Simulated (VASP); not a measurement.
Set up this calculation in VASP 6.6.1, as the native input.

```
Task                   : electric field gradients
Functional             : LDA
Potentials or basis    : VASP PAW LDA potentials, release 64 (Sc_sv, Pt)
Cutoff                 : 520 eV
k mesh                 : 10 × 10 × 10
Occupations            : fermi-dirac, width 0.05 eV
Spin                   : no spin polarisation
Dipole correction      : no
Further INCAR settings : ALGO = Normal; EDIFF = 1e-08; NBANDS = 18
```

The structure of ScPt lies in POSCAR:

```
ScPt
1.0
    3.2700000000      0.0163500000      0.0163500000
    0.0163500000      3.2700000000      0.0163500000
    0.0163500000      0.0163500000      3.2700000000
Sc Pt
1 1
Direct
    0.5000000000      0.5000000000      0.5000000000
    0.0000000000      0.0000000000      0.0000000000
```

This cell differs from its parent crystal: equal xy, yz and zx shear strains of +1 %.

One way to write it, as run:

INCAR

```
SYSTEM = ScPt
PREC     = Accurate       ! precision mode
ENCUT    = 520            ! plane-wave cutoff, eV
EDIFF    = 1E-8           ! SCF threshold, eV
ISMEAR   = -1             ! smearing method
SIGMA    = 0.05           ! smearing width, eV
LREAL    = .False.        ! projectors in reciprocal space
LASPH    = .True.         ! aspherical terms in the spheres
NELM     = 60             ! most SCF steps
ALGO     = Normal         ! electronic algorithm
ISIF     = 2              ! what is computed and relaxed
LWAVE    = .False.        ! write WAVECAR
LCHARG   = .False.        ! write CHGCAR
GGA      = CA             ! functional
LEFG     = .True.       
NBANDS   = 18             ! bands
```

KPOINTS

```
regular mesh
0
Gamma
  10 10 10
  0 0 0
```

Potentials or basis: VASP PAW LDA potentials, release 64 (Sc_sv, Pt).

Launch:

```sh
$ cat potpaw_LDA.64/Sc_sv/POTCAR potpaw_LDA.64/Pt/POTCAR > POTCAR
$ mpirun -np 1 vasp_std > vasp.out
```

Results of the run:

```
Pressure                                : -4.8 GPa
Band gap on the k mesh                  : zero (an odd number of electrons rules out a gap without spin polarisation)
Largest electric field gradient by atom : Sc +1.4; Pt -10.9 V/Å²
```

Caveat: the cell differs from its parent crystal (equal xy, yz and zx shear strains of +1 %); the cell stands under tension; without QUAD_EFG the Cq values of the log hold for a quadrupole moment of 1 mb, not for the nuclei; spin-orbit coupling is left out, which moves the levels of the heavy elements.

It took 23 s on 1 thread of AMD EPYC 9R45 96-Core Processor (Zen 5) (shared host), peak memory 0.16 GiB.
